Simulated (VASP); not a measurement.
Crystal: HgS3.

```xyz
4
Lattice="3.2736 1.8900 3.0217 -3.2736 1.8900 3.0217 0.0000 -3.7800 3.0217" Properties=species:S:1:pos:R:3 pbc="T T T"
Hg    0.0000    0.0000    5.2880
S     2.2212    1.2824    2.0503
S    -2.2212    1.2824    2.0503
S     0.0000   -2.5648    2.0503
```

The cell was generated, and may not be a known phase.

```yaml
Program: VASP 6.6.1
Task: relaxation of cell and atoms
Functional: PBE
Potentials_or_basis: VASP PAW PBE potentials, release 64 (Hg, S)
Cutoff: 600 eV
k_mesh: 6 × 6 × 6
Occupations: gaussian, width 0.1 eV
Spin: no spin polarisation
```

At the start: pressure 1.9 GPa; volume 28.04 Å³/atom.

How do energy, volume and symmetry change on relaxing?

Over 69 steps the energy falls by 89.4 meV/atom and the volume is 36.09 Å³/atom (+28.7 %); space group R3m (No. 160, to 0.1 Å) before and after.

Step by step:
```csv
step,energy change (eV),largest force (eV/Å),pressure (GPa),volume (Å³)
1,0.0000,0.7806,1.87,112.17
3,-0.1886,1.3836,2.94,128.21
5,-0.2948,0.0410,0.38,142.48
7,-0.2970,0.1707,0.03,145.13
9,-0.3003,0.0817,0.12,146.79
11,-0.3023,0.3665,0.54,154.40
13,-0.3047,0.1799,0.35,151.97
15,-0.3090,0.0565,0.13,156.30
17,-0.3105,0.0673,-0.09,161.16
19,-0.3108,0.0463,-0.06,161.01
21,-0.3128,0.0726,0.05,162.69
23,-0.3133,0.1880,0.17,164.19
25,-0.3140,0.1752,0.15,164.71
27,-0.3164,0.1242,0.07,167.05
29,-0.3188,0.0234,-0.17,176.42
31,-0.3194,0.0166,-0.11,173.92
33,-0.3223,0.0121,-0.14,172.13
35,-0.3314,0.0837,-0.18,164.98
37,-0.3341,0.1297,-0.20,160.45
39,-0.3351,0.0581,0.01,159.04
41,-0.3352,0.0584,0.01,158.96
43,-0.3359,0.0634,0.02,157.73
45,-0.3376,0.0863,0.09,152.84
47,-0.3382,0.0862,-0.06,152.48
49,-0.3392,0.0975,-0.08,151.85
51,-0.3429,0.1796,-0.18,149.04
53,-0.3461,0.2705,-0.28,145.07
55,-0.3498,0.1116,-0.05,142.78
57,-0.3508,0.0297,0.17,140.84
59,-0.3513,0.0240,0.17,140.11
61,-0.3518,0.0222,0.16,136.84
63,-0.3524,0.0582,0.08,138.26
65,-0.3527,0.1241,-0.03,138.88
67,-0.3541,0.1094,-0.03,139.97
69,-0.3576,0.0367,-0.02,144.35
```

Final structure:
```cif
data_structure
_symmetry_space_group_name_H-M 'P 1'
_symmetry_Int_Tables_number 1
_cell_length_a 5.2468
_cell_length_b 5.2468
_cell_length_c 5.2468
_cell_angle_alpha 91.139
_cell_angle_beta 91.139
_cell_angle_gamma 91.139
_cell_volume 144.35
loop_
_atom_site_label
_atom_site_type_symbol
_atom_site_fract_x
_atom_site_fract_y
_atom_site_fract_z
_atom_site_occupancy
Hg1 Hg 0.52122 0.52122 0.52122 1
S1 S 0.72847 0.00608 0.00608 1
S2 S 0.00608 0.72847 0.00608 1
S3 S 0.00608 0.00608 0.72847 1
```

Caveat: the volume moved by over 15 % at a fixed basis, so the end points are rough.
